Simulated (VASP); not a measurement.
# C (P6_3/mmc) in VASP: notebook

C is run at these levels: PBEsol, r2SCAN+rVV10; tasks: single point, relaxation of cell and atoms.

Program: VASP 6.6.1. These are calculated values, not measurements. Logs are shortened: lines on timing, memory, paths and dates and some standing lists are left out, and cuts for length are marked.

### 1 The cell of the first run

Symmetry: P6_3/mmc, No. 194, hexagonal system. Conventional cell: a = 2.505 Å, b = 2.505 Å, c = 8.264 Å, α = 90.00°, β = 90.00°, γ = 120.00°. C (site symmetry 3m) has 4 C at 1.54 Å within 2.0 Å. Within 2.0 Å of C (site symmetry 3m) lie 4 C at 1.54 to 1.56 Å.

### 2 Single point, PBEsol

File INCAR:

```
SYSTEM = C
PREC     = Accurate       ! precision mode
ENCUT    = 520            ! plane-wave cutoff, eV
EDIFF    = 1E-6           ! SCF threshold, eV
ISMEAR   = -1             ! smearing method
SIGMA    = 0.03           ! smearing width, eV
LREAL    = .False.        ! projectors in reciprocal space
LASPH    = .True.         ! aspherical terms in the spheres
NELM     = 80             ! most SCF steps
ALGO     = Normal         ! electronic algorithm
ISIF     = 2              ! what is computed and relaxed
LWAVE    = .False.        ! write WAVECAR
LCHARG   = .False.        ! write CHGCAR
GGA      = PS             ! functional
NBANDS   = 26             ! bands
```

File KPOINTS:

```
Automatic mesh
0
Gamma
  9 9 4
  0 0 0
```

File POSCAR:

```
C
1.0
    2.5053830681      0.0000000000      0.0000000000
   -1.2526915340      2.1697253832      0.0000000000
    0.0000000000      0.0000000000      8.2644485576
C
8
Direct
    0.0000000000      0.0000000000      0.0007988578
    0.3333333333      0.6666666667      0.2492916855
    0.0000000000      0.0000000000      0.5007988578
    0.6666666667      0.3333333333      0.7492916855
    0.0000000000      0.0000000000      0.1867011422
    0.3333333333      0.6666666667      0.4382083145
    0.0000000000      0.0000000000      0.6867011422
    0.6666666667      0.3333333333      0.9382083145
```

Potentials or basis: VASP PAW PBE potentials, release 64 (C).

Launch:

```
> cat potpaw_PBE.64/C/POTCAR > POTCAR
> mpirun -np 1 vasp_std > vasp.out
```

OUTCAR:

```text
SYSTEM = C
   PREC = Accurate
   ENCUT = 520
   EDIFF = 1E-6
   ISMEAR = -1
   LREAL = .False.
   LASPH = .True.
   NELM = 80
   ISIF = 2
   GGA = PS

 ion  position               nearest neighbor table
   1  0.000  0.000  0.001-   8 1.54   8 1.54   8 1.54   5 1.54
   2  0.333  0.667  0.249-   5 1.54   5 1.54   5 1.54   6 1.56
   3  0.000  0.000  0.501-   6 1.54   6 1.54   6 1.54   7 1.54
   4  0.667  0.333  0.749-   7 1.54   7 1.54   7 1.54   8 1.56
   5  0.000  0.000  0.187-   2 1.54   2 1.54   2 1.54   1 1.54
   6  0.333  0.667  0.438-   3 1.54   3 1.54   3 1.54   2 1.56
   7  0.000  0.000  0.687-   4 1.54   4 1.54   4 1.54   3 1.54
   8  0.667  0.333  0.938-   1 1.54   1 1.54   1 1.54   4 1.56

  LATTYP: Found a hexagonal cell.
 ALAT       =     2.5053830681
 C/A-ratio  =     3.2986766227

  Lattice vectors:

 A1 = (   2.5053830681,   0.0000000000,   0.0000000000)
 A2 = (  -1.2526915340,   2.1697253832,   0.0000000000)
 A3 = (   0.0000000000,   0.0000000000,   8.2644485576)

Analysis of symmetry for initial positions (statically):
=====================================================================
 Subroutine PRICEL returns:
 Original cell was already a primitive cell.

 Routine SETGRP: Setting up the symmetry group for a
 hexagonal supercell.

 Subroutine GETGRP returns: Found 24 space group operations
 (whereof  6 operations were pure point group operations)
 out of a pool of 24 trial point group operations.

The static configuration has the point symmetry C_3v.
 The point group associated with its full space group is D_6h.

Analysis of symmetry for dynamics (positions and initial velocities):
=====================================================================
 Subroutine PRICEL returns:
 Original cell was already a primitive cell.

 Routine SETGRP: Setting up the symmetry group for a
 hexagonal supercell.

 Subroutine GETGRP returns: Found 24 space group operations
 (whereof  6 operations were pure point group operations)
 out of a pool of 24 trial point group operations.

The dynamic configuration has the point symmetry C_3v.
 The point group associated with its full space group is D_6h.

 Subroutine INISYM returns: Found 24 space group operations
 (whereof  6 operations are pure point group operations),
 and found     1 'primitive' translations

----------------------------------------------------------------------------------------

                                     Primitive cell

  volume of cell :      44.9255

  direct lattice vectors                    reciprocal lattice vectors
     2.505383068  0.000000000  0.000000000     0.399140560  0.230443910  0.000000000
    -1.252691534  2.169725383  0.000000000     0.000000000  0.460887819  0.000000000
     0.000000000  0.000000000  8.264448558     0.000000000  0.000000000  0.121000209

  length of vectors
     2.505383068  2.505383068  8.264448558     0.460887819  0.460887819  0.121000209

  position of ions in fractional coordinates (direct lattice)
     0.000000000  0.000000000  0.000798858
     0.333333333  0.666666667  0.249291685
     0.000000000  0.000000000  0.500798858
     0.666666667  0.333333333  0.749291685
     0.000000000  0.000000000  0.186701142
     0.333333333  0.666666667  0.438208315
     0.000000000  0.000000000  0.686701142
     0.666666667  0.333333333  0.938208315

  ion indices of the primitive-cell ions
   primitive index   ion index
                 1           1
                 2           2
                 3           3
                 4           4
                 5           5
                 6           6
                 7           7
                 8           8

----------------------------------------------------------------------------------------

 KPOINTS: Automatic mesh

Automatic generation of k-mesh.
 Grid dimensions read from file:
 generate k-points for:    9    9    4

 Generating k-lattice:

  Cartesian coordinates                     Fractional coordinates (reciprocal lattice)
     0.044348951  0.025604879  0.000000000     0.111111111  0.000000000  0.000000000
     0.000000000  0.051209758  0.000000000     0.000000000  0.111111111  0.000000000
     0.000000000  0.000000000  0.030250052     0.000000000  0.000000000  0.250000000

  Length of vectors
     0.051209758  0.051209758  0.030250052

  Shift w.r.t. Gamma in fractional coordinates (k-lattice)
     0.000000000  0.000000000  0.000000000

 Subroutine IBZKPT returns following result:
 ===========================================

 Found     36 irreducible k-points:

 Following reciprocal coordinates:
            Coordinates               Weight
  0.000000  0.000000  0.000000      1.000000
  0.111111  0.000000  0.000000      6.000000
  0.222222  0.000000  0.000000      6.000000
  0.333333  0.000000  0.000000      6.000000
  0.444444  0.000000  0.000000      6.000000
  0.111111  0.111111  0.000000      6.000000
[... 16 lines left out ...]
  0.333333  0.222222  0.250000     24.000000
  0.333333  0.333333  0.250000      4.000000
 [... further k-points ...]
   k-points           NKPTS =     36   k-points in BZ     NKDIM =     36   number of bands    NBANDS=     26
   number of dos      NEDOS =    301   number of ions     NIONS =      8
   total plane-waves  NPLWV =  25600
   dimension x,y,z NGX =    20 NGY =   20 NGZ =   64
   dimension x,y,z NGXF=    40 NGYF=   40 NGZF=  128
   ions per type =               8
   NGX,Y,Z   is equivalent  to a cutoff of  13.27, 13.27, 12.87 a.u.
   NGXF,Y,Z  is equivalent  to a cutoff of  26.54, 26.54, 25.75 a.u.
 SYSTEM =  C
   PREC   = accura    normal or accurate (medium, high low for compatibility)
   ISTART =      0    job   : 0-new  1-cont  2-samecut
   ICHARG =      2    charge: 1-file 2-atom 10-const
   ISPIN  =      1    spin polarized calculation?
   LNONCOLLINEAR =      F non collinear calculations
   LSORBIT =      F    spin-orbit coupling
   LASPH  =      T    aspherical Exc in radial PAW
   ENCUT  =  520.0 eV  38.22 Ry    6.18 a.u.   4.66  4.66 15.37*2*pi/ulx,y,z
   NELM   =     80;   NELMIN=  2; NELMDL= -5     # of ELM steps
   EDIFF  = 0.1E-05   stopping-criterion for ELM
   LREAL  =      F    real-space projection
   EDIFFG = 0.1E-04   stopping-criterion for IOM
   NSW    =      0    number of steps for IOM
   IBRION =     -1    ionic relax: 0-MD 1-quasi-New 2-CG
   NFREE  =      0    steps in history (QN), initial steepest desc. (CG)
   ISIF   =      2    stress and relaxation
   ISYM   =      2    0-nonsym 1-usesym 2-fastsym
   POTIM  = 0.5000    time-step for ionic-motion
   TEBEG  =    0.0;   TEEND  =   0.0 temperature during run
   PSTRESS=    0.0 pullay stress
   NELECT =      32.0000    total number of electrons
   NUPDOWN=      -1.0000    fix difference up-down
   EMIN   =  10.00;   EMAX   =-10.00  energy-range for DOS
   EFERMI =   0.00;   METHOD = LEGACY
   ISMEAR =    -1;   SIGMA  =   0.03  broadening in eV -4-tet -1-fermi 0-gaus
   EFERMI_NEDOS =   21; number of points for ismear=-14 and -15
   IALGO  =     38    algorithm
   IMIX   =      4    mixing-type and parameters
     AMIX     =   0.40;   BMIX     =  1.00
     AMIX_MAG =   1.60;   BMIX_MAG =  1.00
  volume/ion in A,a.u.               =       5.62        37.90
  Fermi-wavevector in a.u.,A,eV,Ry     =   1.462044  2.762863 29.083457  2.137574
  Thomas-Fermi vector in A             =   2.578304
   LORBIT       =      0    0 simple, 1 ext, 2 COOP (PROOUT), +10 PAW based schemes
   GGA     = PS    functional components
   LHFCALC =     F    Hartree Fock is set to
   AEXX    =    0.0000 exact exchange contribution
   IVDW    =     0    specifies the selected vdW correction
   LEPSILON=     F    determine dielectric tensor
   LRPA    =     F    only Hartree local field effects (RPA)
 non-spin polarized calculation
  energy-cutoff  :      520.00
  volume of cell :       44.93
 maximum number of plane-waves:      1231
 NGX is ok and might be reduce to    20
   NGX =  9   NGY =  9   NGZ = 31

 number of electron      31.9999996 magnetization

 Free energy of the ion-electron system (eV)
  ---------------------------------------------------
  ext. energy  EPLUGINS =         0.00000000
  ---------------------------------------------------
  free energy    TOTEN  =       -76.93060728 eV

  energy without entropy =      -76.93060728  energy(sigma->0) =      -76.93060728

 E-fermi :  10.6450     XC(G=0): -13.4796

 val. band max:        9.9908691376   @ k =   0.0000   0.0000   0.0000
 cond. band min:      14.4349430144   @ k =   0.4444   0.0000   0.0000
 fundamental gap:      4.4440738767
 Fermi energy:        10.6449927791

 k-point     1 :       0.0000    0.0000    0.0000
  band No.  band energies     occupation
      1     -11.8160      2.00000
      2     -10.1572      2.00000
      3     -10.0521      2.00000
      4      -6.0350      2.00000
      5      -3.7375      2.00000
      6       3.0515      2.00000
[... 18 lines left out ...]
     25      18.2833      0.00000
     26      18.6417      0.00000

 k-point     2 :       0.1111    0.0000    0.0000
  band No.  band energies     occupation
      1     -11.5078      2.00000
      2      -9.8535      2.00000
      3      -9.7498      2.00000
      4      -5.7610      2.00000
      5      -3.4500      2.00000
      6       3.2027      2.00000
[... 18 lines left out ...]
     25      18.8649      0.00000
     26      19.5853      0.00000

 k-point     3 :       0.2222    0.0000    0.0000
  band No.  band energies     occupation
      1     -10.5891      2.00000
      2      -8.9490      2.00000
      3      -8.8505      2.00000
      4      -4.9454      2.00000
      5      -2.6308      2.00000
      6       2.4633      2.00000
[... 18 lines left out ...]
     25      20.3130      0.00000
     26      20.6269      0.00000

 k-point     4 :       0.3333    0.0000    0.0000
  band No.  band energies     occupation
      1      -9.0843      2.00000
      2      -7.4711      2.00000
      3      -7.3904      2.00000
      4      -3.6261      2.00000
      5      -1.8058      2.00000
      6      -0.4623      2.00000
[... 18 lines left out ...]
     25      21.2103      0.00000
     26      21.8408      0.00000

 k-point     5 :       0.4444    0.0000    0.0000
  band No.  band energies     occupation
      1      -7.0969      2.00000
      2      -5.6681      2.00000
      3      -5.5516      2.00000
      4      -3.7550      2.00000
      5      -2.7642      2.00000
      6      -2.5365      2.00000
[... 18 lines left out ...]
     25      21.7018      0.00000
     26      22.6456      0.00000

 k-point     6 :       0.1111    0.1111    0.0000
  band No.  band energies     occupation
      1     -10.8942      2.00000
      2      -9.2492      2.00000
      3      -9.1487      2.00000
      4      -5.2160      2.00000
      5      -2.8939      2.00000
      6       3.3604      2.00000
[... 427 lines left out ...]
 k-point    21 :       0.4444    0.1111    0.2500
  band No.  band energies     occupation
      1      -6.0308      2.00000
      2      -5.5448      2.00000
      3      -4.7248      2.00000
      4      -4.0552      2.00000
      5      -3.0176      2.00000
      6      -2.4949      2.00000
[... 18 lines left out ...]
     25      20.7347      0.00000
     26      21.8626      0.00000

 k-point    22 :       0.2222    0.2222    0.2500
  band No.  band energies     occupation
      1      -8.0973      2.00000
      2      -7.2781      2.00000
      3      -5.6894      2.00000
      4      -3.5644      2.00000
      5      -1.2491      2.00000
      6      -0.3824      2.00000
[... 18 lines left out ...]
     25      21.1621      0.00000
     26      21.5190      0.00000

 k-point    23 :       0.3333    0.2222    0.2500
  band No.  band energies     occupation
      1      -6.1629      2.00000
      2      -5.4181      2.00000
      3      -4.1420      2.00000
      4      -3.2878      2.00000
      5      -2.4747      2.00000
      6      -1.5802      2.00000
[... 18 lines left out ...]
     25      21.7719      0.00000
     26      22.3937      0.00000

 k-point    24 :       0.3333    0.3333    0.2500
  band No.  band energies     occupation
      1      -4.5743      2.00000
      2      -4.0929      2.00000
      3      -4.0929      2.00000
      4      -3.9068      2.00000
      5      -1.9713      2.00000
      6      -1.7652      2.00000
[... 18 lines left out ...]
     25      22.8213      0.00000
     26      22.8219      0.00000

 [... further k-points ...]
[... 5 lines left out ...]
  --------------------------------------------------------------------------------------
  -------------------------------------------------------------------------------------
  Total        0.3133782      0.3133782      0.2988694      0.0000000     -0.0000000      0.0000000
  in kB       11.1760062     11.1760062     10.6585765      0.0000000     -0.0000000      0.0000000
  external PRESSURE =      11.0035296 kB  Pullay stress =       0.0000000 kB

 VOLUME and BASIS-vectors are now :
 -----------------------------------------------------------------------------
  energy-cutoff  :      520.00
  volume of cell :       44.93
      direct lattice vectors                 reciprocal lattice vectors
     2.505383068  0.000000000  0.000000000     0.399140560  0.230443910  0.000000000
    -1.252691534  2.169725383  0.000000000     0.000000000  0.460887819  0.000000000
     0.000000000  0.000000000  8.264448558     0.000000000  0.000000000  0.121000209

 POSITION                                       TOTAL-FORCE (eV/Angst)
 -----------------------------------------------------------------------------------
      0.00000      0.00000      0.00660         0.000000      0.000000     -0.000507
     -0.00000      1.44648      2.06026         0.000000     -0.000000      0.005513
      0.00000      0.00000      4.13883        -0.000000      0.000000     -0.000507
      1.25269      0.72324      6.19248        -0.000000      0.000000      0.005513
      0.00000      0.00000      1.54298        -0.000000     -0.000000      0.000507
     -0.00000      1.44648      3.62155         0.000000     -0.000000     -0.005513
      0.00000      0.00000      5.67521        -0.000000      0.000000      0.000507
      1.25269      0.72324      7.75377        -0.000000      0.000000     -0.005513
 -----------------------------------------------------------------------------------
    total drift:                               -0.000000      0.000000     -0.000000

  FREE ENERGIE OF THE ION-ELECTRON SYSTEM (eV)
  ---------------------------------------------------
  free  energy   TOTEN  =       -76.9306072816 eV

  energy  without entropy=      -76.9306072816  energy(sigma->0) =      -76.93060728
```

It took 71 s on 1 thread of AMD EPYC 7R13, shared host; peak memory 0.14 GiB.

What came out:

| Quantity | Value |
| --- | --- |
| Free energy | -76.9306 eV |
| Pressure | 1.1 GPa |
| Largest force | 0.006 eV/Å |
| Band gap on the k mesh | 4.44 eV, indirect (least direct gap 5.27 eV) |

Forces on the atoms (eV/Å):
```
C    0.000  0.000 -0.001
C    0.000  0.000  0.006
C    0.000  0.000 -0.001
C    0.000  0.000  0.006
C    0.000  0.000  0.001
C    0.000  0.000 -0.006
C    0.000  0.000  0.001
C    0.000  0.000 -0.006
```

Caveat: the PAW data sets were made with another functional, which shifts forces and pressure a little. A k mesh can miss the band edges.

(Part 1 of 2 ends here.)
